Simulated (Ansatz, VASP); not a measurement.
## Ir in VASP and in Ansatz

```
Ir
1.0
    12.23846    0.00000    0.00000
     0.00000    2.23343    0.00000
     0.00000    0.00000    7.19300
Ir
2
Direct
  0.25000 0.00000 0.16399
  0.75000 0.00000 0.83601
```

Alike in both runs: task single point; functional PBEsol; k mesh 2 × 10 × 3; occupations fermi-dirac, width 0.1 eV; no spin polarisation.

```csv
,VASP,Ansatz
version,VASP 6.6.1,Ansatz 0.2.0
potentials or method,"VASP PAW PBE potentials, release 64 (Ir_sv_GW)","plane waves, PAW"
plane-wave cutoff (eV),500,420
valence electrons in the cell,34,34
```

VASP gave:

* pressure (GPa): 0.4
* traceless stress, the component that is largest in VASP (GPa): 1.66

**Question.** Estimate Ansatz's values.

**Answer.** Pressure (GPa): 0.8; traceless stress, the component that is largest in VASP (GPa): 1.60.

VASP's potentials were made for PBE, not for PBEsol.

Spin-orbit coupling is off throughout.
